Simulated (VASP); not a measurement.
Input of a VASP 6.6.1 run:

INCAR

```
  PREC = Accurate
  ENCUT = 520
  EDIFF = 1E-7
  ISMEAR = -1
  SIGMA = 0.02
  LREAL = Auto
  LASPH = T
  NELM = 100
  ALGO = Normal
  ISIF = 2
  LWAVE = F
  LCHARG = T
  GGA = PE
  LELF = T
  LVHAR = T
  NBANDS = 84
```

Contents of KPOINTS:

```
regular mesh
0
Gamma
  2 2 2
```

POSCAR

```
Si9O16
1.0
   -4.1520000000     -4.1520000000      0.0000000000
    4.1520000000     -4.1520000000      0.0000000000
    0.0000000000      0.0000000000      5.3180000000
Si O
9 16
Direct
    0.5184202255      0.4762967319      0.0056875913
    0.0090485335      0.5058717870      0.2497035985
    0.5184053249      0.4762611017      0.4938439747
    0.0301821474      0.5224839465      0.7496774155
   -0.0238410276      0.0182345158      0.0136490174
    0.4718074383     -0.0089846015      0.2497042061
   -0.0238327671      0.0182928861      0.4856586499
    0.6112430639      0.0172412848      0.7496294353
    0.3052009264      0.8368657814      0.7495329849
    0.2124775530      0.4768627976      0.0123803945
   -0.0124762812      0.2098412700      0.2495909863
    0.8184593950      0.5046269788      0.0001587217
   -0.0186460403      0.8040496758      0.2497527613
    0.2124663350      0.4766586497      0.4870414765
   -0.0091440638      0.2103618412      0.7497299438
    0.8184594811      0.5045483297      0.4992734650
   -0.1148211996      0.8571489380      0.7496277623
    0.6864315845      0.0206179873      0.0435774908
    0.5039208411      0.6900288931      0.2498522503
    0.2638949988     -0.0019954076      0.0254630381
    0.5013908642      0.2973115670      0.2496804769
    0.6865208740      0.0209196247      0.4557495947
    0.5173475636      0.6402056801      0.7498044399
    0.2638593509     -0.0016112916      0.4738072887
    0.5237811789      0.2854931327      0.7497690356
```

Potentials or basis: VASP PAW PBE potentials, release 64 (Si, O).

Launch:

```sh
$ cat potpaw_PBE.64/Si/POTCAR potpaw_PBE.64/O/POTCAR > POTCAR
$ mpirun -np 1 vasp_std > vasp.out
```

What does it give for the pressure?

55.5 GPa.

What does it give for the largest force?

0.116 eV/Å.

What does it give for the band gap on the k mesh?

2.44 eV.

Stress tensor (GPa, compression positive):
```
63.49 -5.00 -0.03
-5.00 41.20  0.03
-0.03  0.03 61.92
```

Caveat: the k points lie up to 0.59 Å⁻¹ apart.
